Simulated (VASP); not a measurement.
Input of a VASP 6.6.1 run:

The input INCAR:

```
PREC = Accurate
ENCUT = 520
EDIFF = 1E-6
ISMEAR = 0
SIGMA = 0.15
LREAL = F
LASPH = T
NELM = 150
ALGO = Normal
ISIF = 2
LWAVE = F
LCHARG = F
ISPIN = 2
MAGMOM = 1.8 1.8
LORBIT = 11
LMAXMIX = 4
GGA = PS
NBANDS = 20
```

Contents of KPOINTS:

```
regular mesh
0
Gamma
  30 30 16
```

POSCAR

```
Co
1.0
    2.4564189030      0.0000000000      0.0000000000
   -1.2282094515      2.1273211723      0.0000000000
    0.0000000000      0.0000000000      4.0290131533
Co
2
Direct
    0.6666666667      0.3333333333      0.2500000000
    0.3333333333      0.6666666667      0.7500000000
```

Potentials or basis: VASP PAW PBE potentials, release 64 (Co).

Command:

```bash
$ cat potpaw_PBE.64/Co/POTCAR > POTCAR
$ mpirun -np 1 vasp_std > vasp.out
```

Predict the net moment.

3.16 μB per cell.

What does it give for the pressure?

-4.3 GPa.

Predict the site moments.

Co +1.59 μB.

Stress tensor (GPa, compression positive):
```
-2.72  0.00  0.00
 0.00 -2.72  0.00
 0.00  0.00 -7.42
```

Caveat: the cell differs from its parent crystal (strain +0.0150 x Voigt [0, 0, 1, 0, 0, 0]); the cell stands under tension; the PAW data sets were made with another functional, which shifts forces and pressure a little.
